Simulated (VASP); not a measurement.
# WSe2 in VASP: a series of runs

Runs on WSe2. Level: PBEsol+D3(BJ). Tasks: single point.

Program: VASP 6.6.1. These are calculated values, not measurements. Logs are shortened: lines on timing, memory, paths and dates and some standing lists are left out, and cuts for length are marked.

## Step 1: The cell of the first run

The cell holds a slab with vacuum, 3 atoms: a = 3.503 Å, b = 3.503 Å, c = 14.948 Å, α = 90.00°, β = 90.00°, γ = 120.00°.

## Step 2: Single point, PBEsol+D3(BJ)

File INCAR:

```
SYSTEM = WSe2
PREC = Accurate
ENCUT = 520
EDIFF = 1E-6
ISMEAR = 0
SIGMA = 0.05
LREAL = .FALSE.
LASPH = .TRUE.
NELM = 80
ALGO = Normal
ISIF = 2
LWAVE = .FALSE.
LCHARG = .FALSE.
GGA = PS
IVDW = 12
NBANDS = 20
```

File KPOINTS:

```
regular mesh
0
G
  12 12 2
  0 0 0
```

File POSCAR:

```
WSe2
1.0
    3.5026378621      0.0000000000      0.0000000000
   -1.7513189311      3.0333733688      0.0000000000
    0.0000000000      0.0000000000     14.9476362673
W Se
1 2
Direct
    0.0000000000      0.0000000000      0.0000000000
    0.3333333333      0.6666666667      0.0997865200
    0.3333333333      0.6666666667      0.9002134800
```

Potentials or basis: VASP PAW PBE potentials, release 64 (W_sv, Se).

Command:

```sh
$ cat potpaw_PBE.64/W_sv/POTCAR potpaw_PBE.64/Se/POTCAR > POTCAR
$ mpirun -np 1 vasp_std > vasp.out
```

OUTCAR:

```text
SYSTEM = WSe2
   PREC = Accurate
   ENCUT = 520
   EDIFF = 1E-6
   ISMEAR = 0
   LREAL = .FALSE.
   LASPH = .TRUE.
   NELM = 80
   ISIF = 2
   GGA = PS
   IVDW = 12
 IVDW          = 12

 ion  position               nearest neighbor table
   1  0.000  0.000  0.000-   2 2.51   3 2.51   2 2.51   3 2.51   2 2.51   3 2.51
   2  0.333  0.667  0.100-   1 2.51   1 2.51   1 2.51
   3  0.333  0.667  0.900-   1 2.51   1 2.51   1 2.51

  LATTYP: Found a hexagonal cell.
 ALAT       =     3.5026378621
 C/A-ratio  =     4.2675368839

  Lattice vectors:

 A1 = (   3.5026378621,   0.0000000000,   0.0000000000)
 A2 = (  -1.7513189311,   3.0333733688,   0.0000000000)
 A3 = (   0.0000000000,   0.0000000000,  14.9476362673)

Analysis of symmetry for initial positions (statically):
=====================================================================
 Subroutine PRICEL returns:
 Original cell was already a primitive cell.

 Routine SETGRP: Setting up the symmetry group for a
 hexagonal supercell.

 Subroutine GETGRP returns: Found 12 space group operations
 (whereof 12 operations were pure point group operations)
 out of a pool of 24 trial point group operations.

The static configuration has the point symmetry D_3h.

Analysis of symmetry for dynamics (positions and initial velocities):
=====================================================================
 Subroutine PRICEL returns:
 Original cell was already a primitive cell.

 Routine SETGRP: Setting up the symmetry group for a
 hexagonal supercell.

 Subroutine GETGRP returns: Found 12 space group operations
 (whereof 12 operations were pure point group operations)
 out of a pool of 24 trial point group operations.

The dynamic configuration has the point symmetry D_3h.

 Subroutine INISYM returns: Found 12 space group operations
 (whereof 12 operations are pure point group operations),
 and found     1 'primitive' translations

----------------------------------------------------------------------------------------

                                     Primitive cell

  volume of cell :     158.8158

  direct lattice vectors                    reciprocal lattice vectors
     3.502637862  0.000000000  0.000000000     0.285499112  0.164832989  0.000000000
    -1.751318931  3.033373369  0.000000000     0.000000000  0.329665979  0.000000000
     0.000000000  0.000000000 14.947636267     0.000000000  0.000000000  0.066900210

  length of vectors
     3.502637862  3.502637862 14.947636267     0.329665979  0.329665979  0.066900210

  position of ions in fractional coordinates (direct lattice)
     0.000000000  0.000000000  0.000000000
     0.333333333  0.666666667  0.099786520
     0.333333333  0.666666667  0.900213480

  ion indices of the primitive-cell ions
   primitive index   ion index
                 1           1
                 2           2
                 3           3

----------------------------------------------------------------------------------------

 KPOINTS: regular mesh

Automatic generation of k-mesh.
 Grid dimensions read from file:
 generate k-points for:   12   12    2

 Generating k-lattice:

  Cartesian coordinates                     Fractional coordinates (reciprocal lattice)
     0.023791593  0.013736082  0.000000000     0.083333333  0.000000000  0.000000000
     0.000000000  0.027472165  0.000000000     0.000000000  0.083333333  0.000000000
     0.000000000  0.000000000  0.033450105     0.000000000  0.000000000  0.500000000

  Length of vectors
     0.027472165  0.027472165  0.033450105

  Shift w.r.t. Gamma in fractional coordinates (k-lattice)
     0.000000000  0.000000000  0.000000000

 Subroutine IBZKPT returns following result:
 ===========================================

 Found     38 irreducible k-points:

 Following reciprocal coordinates:
            Coordinates               Weight
  0.000000  0.000000  0.000000      1.000000
  0.083333  0.000000  0.000000      6.000000
  0.166667  0.000000  0.000000      6.000000
  0.250000  0.000000  0.000000      6.000000
  0.333333  0.000000  0.000000      6.000000
  0.416667  0.000000  0.000000      6.000000
[... 16 lines left out ...]
  0.250000  0.000000  0.500000      6.000000
  0.333333  0.000000  0.500000      6.000000
 [... further k-points ...]
   k-points           NKPTS =     38   k-points in BZ     NKDIM =     38   number of bands    NBANDS=     20
   number of dos      NEDOS =    301   number of ions     NIONS =      3
   total plane-waves  NPLWV =  87808
   dimension x,y,z NGX =    28 NGY =   28 NGZ =  112
   dimension x,y,z NGXF=    56 NGYF=   56 NGZF=  224
   ions per type =               1   2
   NGX,Y,Z   is equivalent  to a cutoff of  13.29, 13.29, 12.46 a.u.
   NGXF,Y,Z  is equivalent  to a cutoff of  26.58, 26.58, 24.91 a.u.
 SYSTEM =  WSe2
   PREC   = accura    normal or accurate (medium, high low for compatibility)
   ISTART =      0    job   : 0-new  1-cont  2-samecut
   ICHARG =      2    charge: 1-file 2-atom 10-const
   ISPIN  =      1    spin polarized calculation?
   LNONCOLLINEAR =      F non collinear calculations
   LSORBIT =      F    spin-orbit coupling
   LASPH  =      T    aspherical Exc in radial PAW
   ENCUT  =  520.0 eV  38.22 Ry    6.18 a.u.   6.51  6.51 27.79*2*pi/ulx,y,z
   NELM   =     80;   NELMIN=  2; NELMDL= -5     # of ELM steps
   EDIFF  = 0.1E-05   stopping-criterion for ELM
   LREAL  =      F    real-space projection
   EDIFFG = 0.1E-04   stopping-criterion for IOM
   NSW    =      0    number of steps for IOM
   IBRION =     -1    ionic relax: 0-MD 1-quasi-New 2-CG
   NFREE  =      0    steps in history (QN), initial steepest desc. (CG)
   ISIF   =      2    stress and relaxation
   ISYM   =      2    0-nonsym 1-usesym 2-fastsym
   POTIM  = 0.5000    time-step for ionic-motion
   TEBEG  =    0.0;   TEEND  =   0.0 temperature during run
   PSTRESS=    0.0 pullay stress
   NELECT =      26.0000    total number of electrons
   NUPDOWN=      -1.0000    fix difference up-down
   EMIN   =  10.00;   EMAX   =-10.00  energy-range for DOS
   EFERMI =   0.00;   METHOD = LEGACY
   ISMEAR =     0;   SIGMA  =   0.05  broadening in eV -4-tet -1-fermi 0-gaus
   EFERMI_NEDOS =   21; number of points for ismear=-14 and -15
   IALGO  =     38    algorithm
   IMIX   =      4    mixing-type and parameters
     AMIX     =   0.40;   BMIX     =  1.00
     AMIX_MAG =   1.60;   BMIX_MAG =  1.00
  volume/ion in A,a.u.               =      52.94       357.25
  Fermi-wavevector in a.u.,A,eV,Ry     =   0.895574  1.692389 10.912587  0.802053
  Thomas-Fermi vector in A             =   2.017923
   LORBIT       =      0    0 simple, 1 ext, 2 COOP (PROOUT), +10 PAW based schemes
   GGA     = PS    functional components
   LHFCALC =     F    Hartree Fock is set to
   AEXX    =    0.0000 exact exchange contribution
   IVDW    =    12    specifies the selected vdW correction
   LEPSILON=     F    determine dielectric tensor
   LRPA    =     F    only Hartree local field effects (RPA)
 non-spin polarized calculation
 Gauss-broadening in eV      SIGMA  =   0.05
  energy-cutoff  :      520.00
  volume of cell :      158.82
 maximum number of plane-waves:      4340
 NGX is ok and might be reduce to    28

 number of electron      25.9999998 magnetization

 Free energy of the ion-electron system (eV)
  ---------------------------------------------------
  ext. energy  EPLUGINS =         0.00000000
  ---------------------------------------------------
  free energy    TOTEN  =       -22.65520426 eV

  energy without entropy =      -22.65467332  energy(sigma->0) =      -22.65493879

 E-fermi :  -0.6305     XC(G=0):  -4.9279

 val. band max:       -0.7556890981   @ k =   0.0833   0.0000   0.5000
 cond. band min:      -0.6233287662   @ k =   0.0000   0.0000   0.0000
 fundamental gap:      0.1323603320
 Fermi energy:        -0.6305464424

 k-point     1 :       0.0000    0.0000    0.0000
  band No.  band energies     occupation
      1     -75.2549      2.00000
      2     -39.4842      2.00000
      3     -39.4842      2.00000
      4     -39.3995      2.00000
      5     -15.9196      2.00000
      6     -14.0682      2.00000
[... 12 lines left out ...]
     19       3.9385      0.00000
     20       4.4204      0.00000

 k-point     2 :       0.0833    0.0000    0.0000
  band No.  band energies     occupation
      1     -75.2546      2.00000
      2     -39.4931      2.00000
      3     -39.4863      2.00000
      4     -39.3977      2.00000
      5     -15.8354      2.00000
      6     -14.0411      2.00000
[... 12 lines left out ...]
     19       4.0906      0.00000
     20       4.5474      0.00000

 k-point     3 :       0.1667    0.0000    0.0000
  band No.  band energies     occupation
      1     -75.2538      2.00000
      2     -39.5173      2.00000
      3     -39.4919      2.00000
      4     -39.3930      2.00000
      5     -15.5969      2.00000
      6     -13.9647      2.00000
[... 12 lines left out ...]
     19       4.6348      0.00000
     20       4.8769      0.00000

 k-point     4 :       0.2500    0.0000    0.0000
  band No.  band energies     occupation
      1     -75.2527      2.00000
      2     -39.5501      2.00000
      3     -39.4995      2.00000
      4     -39.3866      2.00000
      5     -15.2476      2.00000
      6     -13.8542      2.00000
[... 12 lines left out ...]
     19       5.3605      0.00000
     20       5.4777      0.00000

 k-point     5 :       0.3333    0.0000    0.0000
  band No.  band energies     occupation
      1     -75.2516      2.00000
      2     -39.5826      2.00000
      3     -39.5071      2.00000
      4     -39.3801      2.00000
      5     -14.8636      2.00000
      6     -13.7353      2.00000
[... 12 lines left out ...]
     19       5.4950      0.00000
     20       5.8904      0.00000
[... 353 lines left out ...]
      6     -14.0411      2.00000
[... 12 lines left out ...]
     19       4.0557      0.00000
     20       4.5021      0.00000

 k-point    22 :       0.1667    0.0000    0.5000
  band No.  band energies     occupation
      1     -75.2538      2.00000
      2     -39.5173      2.00000
      3     -39.4919      2.00000
      4     -39.3930      2.00000
      5     -15.5969      2.00000
      6     -13.9647      2.00000
[... 12 lines left out ...]
     19       4.3924      0.00000
     20       4.9855      0.00000

 k-point    23 :       0.2500    0.0000    0.5000
  band No.  band energies     occupation
      1     -75.2527      2.00000
      2     -39.5501      2.00000
      3     -39.4995      2.00000
      4     -39.3866      2.00000
      5     -15.2476      2.00000
      6     -13.8542      2.00000
[... 12 lines left out ...]
     19       4.9222      0.00000
     20       5.6858      0.00000

 k-point    24 :       0.3333    0.0000    0.5000
  band No.  band energies     occupation
      1     -75.2516      2.00000
      2     -39.5826      2.00000
      3     -39.5071      2.00000
      4     -39.3801      2.00000
      5     -14.8636      2.00000
      6     -13.7353      2.00000
[... 12 lines left out ...]
     19       5.5906      0.00000
     20       5.6509      0.00000

 [... further k-points ...]

------------------------ aborting loop because EDIFF is reached ----------------------------------------

 Edisp (eV)   -0.77243

 E8    (eV) :    -0.5361

  FORCE on cell =-STRESS in cart. coord.  units (eV):
  Direction    XX          YY          ZZ          XY          YZ          ZX
  --------------------------------------------------------------------------------------
  -------------------------------------------------------------------------------------
  Total      -3.88883    -3.88883     5.86064     0.00000     0.00000     0.00000
  in kB     -39.23163   -39.23163    59.12378     0.00000     0.00000     0.00000
  external pressure =       -6.45 kB  Pullay stress =        0.00 kB

 VOLUME and BASIS-vectors are now :
 -----------------------------------------------------------------------------
  energy-cutoff  :      520.00
  volume of cell :      158.82
      direct lattice vectors                 reciprocal lattice vectors
     3.502637862  0.000000000  0.000000000     0.285499112  0.164832989  0.000000000
    -1.751318931  3.033373369  0.000000000     0.000000000  0.329665979  0.000000000
     0.000000000  0.000000000 14.947636267     0.000000000  0.000000000  0.066900210

 POSITION                                       TOTAL-FORCE (eV/Angst)
 -----------------------------------------------------------------------------------
      0.00000      0.00000      0.00000         0.000000     -0.000000      0.000000
     -0.00000      2.02225      1.49157        -0.000000      0.000000      1.978396
     -0.00000      2.02225     13.45606        -0.000000      0.000000     -1.978396
 -----------------------------------------------------------------------------------
    total drift:                                0.000000     -0.000000     -0.000000

  FREE ENERGIE OF THE ION-ELECTRON SYSTEM (eV)
  ---------------------------------------------------
  free  energy   TOTEN  =       -23.4276360085 eV

  energy  without entropy=      -23.4271050638  energy(sigma->0) =      -23.42737054
```

Run time: 73 s. Hardware: 1 thread of Intel Xeon 6975P-C (Granite Rapids), shared host; peak memory 0.35 GiB.

Results:

```yaml
Free_energy: -23.4276 eV
Largest_force: 1.978 eV/Å
Dispersion_energy_per_atom: -0.257 eV
```

Forces on the atoms (eV/Å):
```
W    0.000  0.000  0.000
Se   0.000  0.000  1.978
Se   0.000  0.000 -1.978
```

Caveat: the PAW data sets were made with another functional, which shifts forces and pressure a little; spin-orbit coupling is left out, which moves the levels of the heavy elements.

## Step 3: Single point, PBEsol+D3(BJ)

This run uses another cell than the first one, of the same volume but with other edges.

File INCAR:

```
SYSTEM = WSe2
  PREC = Accurate
  ENCUT = 520
  EDIFF = 1E-6
  ISMEAR = 0
  SIGMA = 0.05
  LREAL = .False.
  LASPH = .True.
  NELM = 60
  ALGO = Normal
  ISIF = 2
  LWAVE = .False.
  LCHARG = .True.
  GGA = PS
  IVDW = 12
  LELF = .True.
  LVHAR = .True.
  NBANDS = 20
```

File KPOINTS:

```
Automatic mesh
0
Gamma
  12 12 2
  0 0 0
```

File POSCAR:

```
WSe2
1.0
    3.1222988167      0.0000000000      0.0000000000
   -1.5611494084      2.7039900934      0.0000000000
    0.0000000000      0.0000000000     18.8110946297
W Se
1 2
Direct
    0.0000000000      0.0000000000      0.0000000000
    0.3333333333      0.6666666667      0.0997865200
    0.3333333333      0.6666666667      0.9002134800
```

Potentials or basis: VASP PAW PBE potentials, release 64 (W_sv, Se).

Command:

```sh
$ cat potpaw_PBE.64/W_sv/POTCAR potpaw_PBE.64/Se/POTCAR > POTCAR
$ mpirun -np 1 vasp_std > vasp.out
```

OUTCAR:

```text
SYSTEM = WSe2
   PREC = Accurate
   ENCUT = 520
   EDIFF = 1E-6
   ISMEAR = 0
   LREAL = .False.
   LASPH = .True.
   NELM = 60
   ISIF = 2
   GGA = PS
   IVDW = 12
 IVDW          = 12

 ion  position               nearest neighbor table
   1  0.000  0.000  0.000-   2 2.60   3 2.60   2 2.60   3 2.60   2 2.60   3 2.60
   2  0.333  0.667  0.100-   1 2.60   1 2.60   1 2.60
   3  0.333  0.667  0.900-   1 2.60   1 2.60   1 2.60

  LATTYP: Found a hexagonal cell.
 ALAT       =     3.1222988167
 C/A-ratio  =     6.0247579537
[... 746 lines left out ...]

 Edisp (eV)   -0.91983

 E8    (eV) :    -0.6401

  FORCE on cell =-STRESS in cart. coord.  units (eV):
  Direction    XX          YY          ZZ          XY          YZ          ZX
  --------------------------------------------------------------------------------------
  -------------------------------------------------------------------------------------
  Total       0.85931     0.85931    -8.29953    -0.00000     0.00000    -0.00000
  in kB       8.66896     8.66896   -83.72800    -0.00000     0.00000    -0.00000
  external pressure =      -22.13 kB  Pullay stress =        0.00 kB

 VOLUME and BASIS-vectors are now :
 -----------------------------------------------------------------------------
  energy-cutoff  :      520.00
  volume of cell :      158.82
      direct lattice vectors                 reciprocal lattice vectors
     3.122298817  0.000000000  0.000000000     0.320276840  0.184911920  0.000000000
    -1.561149408  2.703990093  0.000000000     0.000000000  0.369823840  0.000000000
     0.000000000  0.000000000 18.811094630     0.000000000  0.000000000  0.053160117

 POSITION                                       TOTAL-FORCE (eV/Angst)
 -----------------------------------------------------------------------------------
      0.00000      0.00000      0.00000         0.000000     -0.000000      0.000000
     -0.00000      1.80266      1.87709        -0.000000     -0.000000     -2.204695
     -0.00000      1.80266     16.93400        -0.000000      0.000000      2.204695
 -----------------------------------------------------------------------------------
    total drift:                                0.000000     -0.000000     -0.000000

  FREE ENERGIE OF THE ION-ELECTRON SYSTEM (eV)
  ---------------------------------------------------
  free  energy   TOTEN  =       -23.6254207463 eV

  energy  without entropy=      -23.6254207463  energy(sigma->0) =      -23.62542075
```

OSZICAR:

```text
N       E                     dE             d eps       ncg     rms          rms(c)
DAV:   1     0.168754441479E+03    0.16875E+03   -0.11957E+04  1816   0.110E+03
DAV:   2    -0.105266142518E+02   -0.17928E+03   -0.17427E+03  2004   0.259E+02
DAV:   3    -0.234700186314E+02   -0.12943E+02   -0.12766E+02  1988   0.635E+01
[... 13 lines left out ...]
DAV:  17    -0.227055462921E+02   -0.54175E-04   -0.28114E-06  1536   0.556E-03    0.329E-03
DAV:  18    -0.227055681040E+02   -0.21812E-04   -0.61278E-07  1624   0.230E-03    0.171E-03
DAV:  19    -0.227055881990E+02   -0.20095E-04   -0.14699E-06  1596   0.298E-03    0.112E-03
DAV:  20    -0.227055900862E+02   -0.18872E-05   -0.66954E-08  1384   0.844E-04    0.306E-04
DAV:  21    -0.227055910676E+02   -0.98143E-06   -0.46151E-08  1252   0.547E-04
   1 F= -.23625421E+02 E0= -.23625421E+02  d E =-.165653E-41
```

stdout:

```text
POSCAR found type information on POSCAR W Se
 POSCAR found :  2 types and       3 ions
 scaLAPACK will be used
 -----------------------------------------------------------------------------
|                                                                             |
|                                                                             |
|     You enforced a specific xc type in the INCAR file but a different       |
|     I HOPE YOU KNOW WHAT YOU ARE DOING!                                     |
|                                                                             |
 -----------------------------------------------------------------------------

 LDA part: xc-table for (Slater+PW92), standard interpolation
 POSCAR, INCAR and KPOINTS ok, starting setup
 FFT: planning ... GRIDC
 FFT: planning ... GRID_SOFT
 FFT: planning ... GRID
 WAVECAR not read
 entering main loop
```

It took 65 s on 1 thread of Intel Xeon 6975P-C (Granite Rapids), shared host; peak memory 0.34 GiB.

Results:

```yaml
Free_energy: -23.6254 eV
Largest_force: 2.205 eV/Å
Band_gap_on_the_k_mesh: 0.97 eV, indirect (least direct gap 1.36 eV)
Dispersion_energy_per_atom: -0.307 eV
```

Forces in eV/Å, atoms in the order of the input:
```
W    0.000  0.000  0.000
Se   0.000  0.000 -2.205
Se   0.000  0.000  2.205
```

Caveat: the PAW data sets were made with another functional, which shifts forces and pressure a little; spin-orbit coupling is left out, which moves the levels of the heavy elements.

[end of part 1 of 2]
